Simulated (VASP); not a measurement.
MnO, 4 atoms in the cell. It takes space group R-3m (No. 166, trigonal). The conventional cell has a = 3.209 Å, b = 3.209 Å, c = 7.711 Å, α = 90.00°, β = 90.00°, γ = 120.00°. Within 3.0 Å of Mn (site symmetry -3m) lie 6 O at 2.25 Å. Within 3.0 Å of O (site symmetry -3m) lie 6 Mn at 2.25 Å. 

| Quantity | Value |
| --- | --- |
| Program | VASP 6.6.1 |
| Task | single point |
| Functional | PBE |
| Potentials or basis | VASP PAW PBE potentials, release 64 (Mn_sv, O) |
| Cutoff | 700 eV |
| k mesh | 8 × 8 × 8 |
| Occupations | gaussian, width 0.05 eV |
| Spin | collinear spin, antiferromagnetic start |
| Starting moments | [4.7, -4.7, 0.0, 0.0] μB |
| Hubbard terms | Mn d U = 3.9 eV |
| Dipole correction | no |
| Further INCAR settings | ALGO = Normal; EDIFF = 1e-06; NBANDS = 33 |

Potentials or basis: VASP PAW PBE potentials, release 64 (Mn_sv, O).

Command:

```sh
$ cat potpaw_PBE.64/Mn_sv/POTCAR potpaw_PBE.64/O/POTCAR > POTCAR
$ mpirun -np 1 vasp_std > vasp.out
```

Hardware: 1 thread of Intel(R) Xeon(R) Platinum 8259CL CPU @ 2.50GHz (Skylake/Cascade Lake), on a shared host.

**Question.** How long does it take, and how much memory?

**Answer.** Wall time 13 min on 1 thread of Intel(R) Xeon(R) Platinum 8259CL CPU @ 2.50GHz (Skylake/Cascade Lake), with other jobs on the host, peak memory 0.53 GiB. Counts: scf iterations 15, k points 65.
